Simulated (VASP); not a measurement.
GaN, 2 atoms in the cell. The structure is cubic, space group F-43m (No. 216). Conventional cell: a = 4.595 Å, b = 4.595 Å, c = 4.595 Å, α = 90.00°, β = 90.00°, γ = 90.00°. Within 2.6 Å of Ga (site symmetry -43m) lie 4 N at 1.99 Å. Within 2.6 Å of N (site symmetry -43m) lie 4 Ga at 1.99 Å.  This cell differs from its parent crystal: volume scaled by 1.06.

| Quantity | Value |
| --- | --- |
| Program | VASP 6.6.1 |
| Task | single point |
| Functional | PBEsol |
| Potentials or basis | VASP PAW PBE potentials, release 64 (Ga_d, N) |
| Cutoff | 520 eV |
| k mesh | 10 × 10 × 10 |
| Occupations | fermi-dirac, width 0.05 eV |
| Spin | no spin polarisation |
| Dipole correction | no |
| Further INCAR settings | ALGO = Normal; EDIFF = 1e-06; NBANDS = 16 |

Potentials or basis: VASP PAW PBE potentials, release 64 (Ga_d, N).

Launch:

```sh
$ cat potpaw_PBE.64/Ga_d/POTCAR potpaw_PBE.64/N/POTCAR > POTCAR
$ mpirun -np 1 vasp_std > vasp.out
```

Hardware: 1 thread of AMD EPYC 7R43 64-Core Processor (Zen 3), on a shared host.

Question: How long does it take, and how much memory?

Answer: It took 17 s on 1 thread of AMD EPYC 7R43 64-Core Processor (Zen 3), on a shared host, peak memory 0.11 GiB. Counts: scf iterations 13, k points 47.
